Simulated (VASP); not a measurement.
Wanted: the native input for a VASP 6.6.1 run.

```
Task                               : single point
Functional                         : r2SCANh
Potentials or basis                : VASP PAW PBE potentials, release 64 (Au)
Cutoff                             : 520 eV
k mesh                             : 5 × 5 × 5
Occupations                        : fermi-dirac, width 0.05 eV
Spin                               : no spin polarisation
Dipole correction                  : no
Grid for exact exchange (PRECFOCK) : Normal
Further INCAR settings             : ALGO = Normal; EDIFF = 1e-07; NBANDS = 12
```

Crystal: Au.

```
Au
1.0
     2.74841    0.00000    0.00000
     0.00000    2.74841    0.00000
     0.00000    0.00000    2.74841
Au
1
Direct
  0.50000 0.50000 0.50000
```

One way to write it, as run:

POSCAR

```
Au
1.0
    2.7484100000      0.0000000000      0.0000000000
    0.0000000000      2.7484100000      0.0000000000
    0.0000000000      0.0000000000      2.7484100000
Au
1
Direct
    0.5000000000      0.5000000000      0.5000000000
```

INCAR.step1

```
PREC = Accurate
ENCUT = 520
EDIFF = 1E-5
ISMEAR = -1
SIGMA = 0.05
LREAL = F
LASPH = T
NELM = 80
ALGO = Normal
ISIF = 2
LWAVE = T
LCHARG = F
NBANDS = 12
GGA = PE
```

INCAR.step2

```
PREC = Accurate
ENCUT = 520
EDIFF = 1E-7
ISMEAR = -1
SIGMA = 0.05
LREAL = F
LASPH = T
NELM = 80
ALGO = Normal
ISIF = 2
LWAVE = F
LCHARG = F
METAGGA = R2SCAN
LHFCALC = T
AEXX = 0.1
LMIXTAU = T
PRECFOCK = Normal
NBANDS = 12
ISTART = 1
```

KPOINTS

```
regular mesh
0
Gamma
  5 5 5
```

Potentials or basis: VASP PAW PBE potentials, release 64 (Au).

Run with:

```bash
$ cat potpaw_PBE.64/Au/POTCAR > POTCAR
$ cp INCAR.step1 INCAR
$ mpirun -np 1 vasp_std > vasp.out
$ cp INCAR.step2 INCAR
$ mpirun -np 1 vasp_std > vasp.out
```

Results of the run:

* Pressure: -2.4 GPa

Caveat: the k points lie up to 0.46 Å⁻¹ apart; the PAW data sets were made with another functional, which shifts forces and pressure a little.

Run time: 2.7 min on 1 thread of AMD EPYC 9R14 (Zen 4), on a shared host, peak memory 0.1 GiB.
